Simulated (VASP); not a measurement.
# Ga4SbAs (P4/mmm) in VASP: a series of runs, part 2 of 2

VASP 6.6.1.

### Step 3. Single point, PBE

This run uses another cell than the first one, of 23.71 Å³/atom.

Input file INCAR:

```
SYSTEM = Ga4SbAs
PREC = Accurate
ENCUT = 510
EDIFF = 1E-6
ISMEAR = 0
SIGMA = 0.1
LREAL = .FALSE.
LASPH = .TRUE.
NELM = 120
ALGO = Normal
ISIF = 2
LWAVE = .FALSE.
LCHARG = .FALSE.
GGA = PE
NBANDS = 50
GGA_COMPAT = .FALSE.
```

Input file KPOINTS:

```
regular mesh
0
G
  4 4 6
  0 0 0
```

Input file POSCAR:

```
Ga4SbAs
1.0
    6.1687192000      0.0000000000      0.0000000000
    0.0000000000      6.1687192000      0.0000000000
    0.0000000000      0.0000000000      3.7386316200
Ga Sb As
4 1 1
Direct
    0.2814791200      0.0000000000      0.0000000000
    0.7185208800      0.0000000000      0.0000000000
    0.0000000000      0.7185208800      0.0000000000
    0.0000000000      0.2814791200      0.0000000000
    0.0000000000      0.0000000000      0.0000000000
    0.0000000000      0.0000000000      0.5000000000
```

Potentials or basis: VASP PAW PBE potentials, release 64 (Ga_d, Sb_d_GW, As_d).

On the command line:

```sh
$ cat potpaw_PBE.64/Ga_d/POTCAR potpaw_PBE.64/Sb_d_GW/POTCAR potpaw_PBE.64/As_d/POTCAR > POTCAR
$ mpirun -np 1 vasp_std > vasp.out
```

OUTCAR:

```text
SYSTEM = Ga4SbAs
   PREC = Accurate
   ENCUT = 510
   EDIFF = 1E-6
   ISMEAR = 0
   LREAL = .FALSE.
   LASPH = .TRUE.
   NELM = 120
   ISIF = 2
   GGA = PE

 ion  position               nearest neighbor table
   1  0.281  0.000  0.000-   5 1.74   4 2.46   3 2.46   6 2.55   6 2.55   2 2.70
   2  0.719  0.000  0.000-   5 1.74   4 2.46   3 2.46   6 2.55   6 2.55   1 2.70
   3  0.000  0.719  0.000-   5 1.74   2 2.46   1 2.46   6 2.55   6 2.55   4 2.70
   4  0.000  0.281  0.000-   5 1.74   2 2.46   1 2.46   6 2.55   6 2.55   3 2.70
   5  0.000  0.000  0.000-   1 1.74   2 1.74   3 1.74   4 1.74   6 1.87   6 1.87
   6  0.000  0.000  0.500-   5 1.87   5 1.87   3 2.55   4 2.55   1 2.55   1 2.55   2 2.55   3 2.55
                             4 2.55   2 2.55

  LATTYP: Found a simple tetragonal cell.
 ALAT       =     6.1687192000
 C/A-ratio  =     0.6060628631

  Lattice vectors:

 A1 = (   6.1687192000,   0.0000000000,   0.0000000000)
 A2 = (   0.0000000000,   6.1687192000,   0.0000000000)
 A3 = (   0.0000000000,   0.0000000000,   3.7386316200)

Analysis of symmetry for initial positions (statically):
=====================================================================
 Subroutine PRICEL returns:
 Original cell was already a primitive cell.

 Routine SETGRP: Setting up the symmetry group for a
 simple tetragonal supercell.

 Subroutine GETGRP returns: Found 16 space group operations
 (whereof 16 operations were pure point group operations)
 out of a pool of 16 trial point group operations.

The static configuration has the point symmetry D_4h.

Analysis of symmetry for dynamics (positions and initial velocities):
=====================================================================
 Subroutine PRICEL returns:
 Original cell was already a primitive cell.

 Routine SETGRP: Setting up the symmetry group for a
 simple tetragonal supercell.

 Subroutine GETGRP returns: Found 16 space group operations
[... 131 lines left out ...]
  volume/ion in A,a.u.               =      23.71       160.01
  Fermi-wavevector in a.u.,A,eV,Ry     =   1.362423  2.574606 25.255077  1.856196
  Thomas-Fermi vector in A             =   2.488914
   LORBIT       =      0    0 simple, 1 ext, 2 COOP (PROOUT), +10 PAW based schemes
   GGA     = PE    functional components
   LHFCALC =     F    Hartree Fock is set to
   AEXX    =    0.0000 exact exchange contribution
   IVDW    =     0    specifies the selected vdW correction
   LEPSILON=     F    determine dielectric tensor
   LRPA    =     F    only Hartree local field effects (RPA)
 non-spin polarized calculation
 Gauss-broadening in eV      SIGMA  =   0.10
  energy-cutoff  :      510.00
  volume of cell :      142.27
 maximum number of plane-waves:      3756
 NGX is ok and might be reduce to    48
   NGX = 23   NGY = 23   NGZ = 13

 number of electron      82.0000038 magnetization

 Free energy of the ion-electron system (eV)
  ---------------------------------------------------
  ext. energy  EPLUGINS =         0.00000000
  ---------------------------------------------------
  free energy    TOTEN  =        43.67413291 eV

  energy without entropy =       43.68791881  energy(sigma->0) =       43.68102586

 E-fermi :   4.5895     XC(G=0):  -8.8453

 val. band max:        4.5638415614   @ k =   0.5000   0.2500   0.1667
 cond. band min:       4.6253781426   @ k =   0.2500   0.2500   0.3333
 fundamental gap:      0.0615365811
 Fermi energy:         4.5894957807

 k-point     1 :       0.0000    0.0000    0.0000
  band No.  band energies     occupation
      1     -35.2987      2.00000
      2     -33.9913      2.00000
      3     -33.9913      2.00000
      4     -33.1116      2.00000
      5     -33.0117      2.00000
      6     -32.8323      2.00000
[... 1261 lines left out ...]
     49       9.8487      0.00000
     50      10.2280      0.00000

------------------------ aborting loop because EDIFF is reached ----------------------------------------

  FORCE on cell =-STRESS in cart. coord.  units (eV):
  Direction    XX          YY          ZZ          XY          YZ          ZX
  --------------------------------------------------------------------------------------
  -------------------------------------------------------------------------------------
  Total      147.4637598    147.4637598    127.1598851      0.0000000      0.0000000      0.0000000
  in kB     1660.7077292   1660.7077292   1432.0495041      0.0000000      0.0000000      0.0000000
  external PRESSURE =    1584.4883208 kB  Pullay stress =       0.0000000 kB

 VOLUME and BASIS-vectors are now :
 -----------------------------------------------------------------------------
  energy-cutoff  :      510.00
  volume of cell :      142.27
      direct lattice vectors                 reciprocal lattice vectors
     6.168719200  0.000000000  0.000000000     0.162108206  0.000000000  0.000000000
     0.000000000  6.168719200  0.000000000     0.000000000  0.162108206  0.000000000
     0.000000000  0.000000000  3.738631620     0.000000000  0.000000000  0.267477543

 POSITION                                       TOTAL-FORCE (eV/Angst)
 -----------------------------------------------------------------------------------
      1.73637      0.00000      0.00000        42.803184      0.000000      0.000000
      4.43235      0.00000      0.00000       -42.803184     -0.000000      0.000000
      0.00000      4.43235      0.00000         0.000000    -42.803184     -0.000000
      0.00000      1.73637      0.00000        -0.000000     42.803184      0.000000
      0.00000      0.00000      0.00000        -0.000000      0.000000      0.000000
      0.00000      0.00000      1.86932        -0.000000      0.000000      0.000000
 -----------------------------------------------------------------------------------
    total drift:                                0.000000      0.000000      0.000000

  FREE ENERGIE OF THE ION-ELECTRON SYSTEM (eV)
  ---------------------------------------------------
  free  energy   TOTEN  =        43.6741329054 eV

  energy  without entropy=       43.6879188057  energy(sigma->0) =       43.68102586
```

OSZICAR:

```text
N       E                     dE             d eps       ncg     rms          rms(c)
DAV:   1     0.933112998279E+03    0.93311E+03   -0.36474E+04  3616   0.118E+04
DAV:   2     0.230589938142E+03   -0.70252E+03   -0.67457E+03  3628   0.174E+03
DAV:   3     0.635941526345E+02   -0.16700E+03   -0.16417E+03  3708   0.323E+02
DAV:   4     0.425999554910E+02   -0.20994E+02   -0.20791E+02  4076   0.126E+02
DAV:   5     0.411292572160E+02   -0.14707E+01   -0.14663E+01  4312   0.247E+01    0.657E+01
DAV:   6     0.432682015296E+02    0.21389E+01   -0.40124E+00  3936   0.973E+01    0.370E+01
DAV:   7     0.436405581037E+02    0.37236E+00   -0.20374E+00  3888   0.162E+01    0.126E+00
DAV:   8     0.436827048162E+02    0.42147E-01   -0.40609E-01  3648   0.347E+01    0.484E-01
DAV:   9     0.436784229208E+02   -0.42819E-02   -0.74640E-02  4096   0.624E+00    0.665E-01
DAV:  10     0.436761461879E+02   -0.22767E-02   -0.14076E-02  3984   0.109E+00    0.306E-01
DAV:  11     0.436746609177E+02   -0.14853E-02   -0.23223E-03  3944   0.191E+00    0.814E-02
DAV:  12     0.436742021778E+02   -0.45874E-03   -0.55471E-04  3688   0.420E-01    0.695E-02
DAV:  13     0.436741483164E+02   -0.53861E-04   -0.10173E-04  3776   0.612E-01    0.222E-02
DAV:  14     0.436741345352E+02   -0.13781E-04   -0.54071E-05  3948   0.140E-01    0.155E-02
DAV:  15     0.436741332217E+02   -0.13135E-05   -0.11729E-05  3048   0.177E-01    0.211E-03
DAV:  16     0.436741329054E+02   -0.31631E-06   -0.26980E-06  2160   0.408E-02
   1 F= 0.43674133E+02 E0= 0.43681026E+02  d E =-.137859E-01
```

Run time: 4.9 min. Hardware: 1 thread of AMD EPYC 7R43 (Zen 3), shared host; peak memory 0.31 GiB.

What came out:

- Free energy: 43.6741 eV
- Pressure: 158.4 GPa
- Largest force: 42.803 eV/Å
- Band gap on the k mesh: zero (bands 41 and 42 overlap by 2.11 eV)

Forces on the atoms (eV/Å):
```
Ga   42.803   0.000   0.000
Ga  -42.803   0.000   0.000
Ga    0.000 -42.803   0.000
Ga    0.000  42.803   0.000
Sb    0.000   0.000   0.000
As    0.000   0.000   0.000
```

Caveat: atoms lie so close that the PAW spheres overlap strongly, which falsifies energies and pressures; the stress differs along the axes, from 143 to 166 GPa; spin-orbit coupling is left out, which moves the levels of the heavy elements; forces of over 1 eV/Å act on the atoms, so gaps and moduli don't describe the material at rest.

The gap in the log of VASP goes by the Fermi energy; the results here count the filled bands.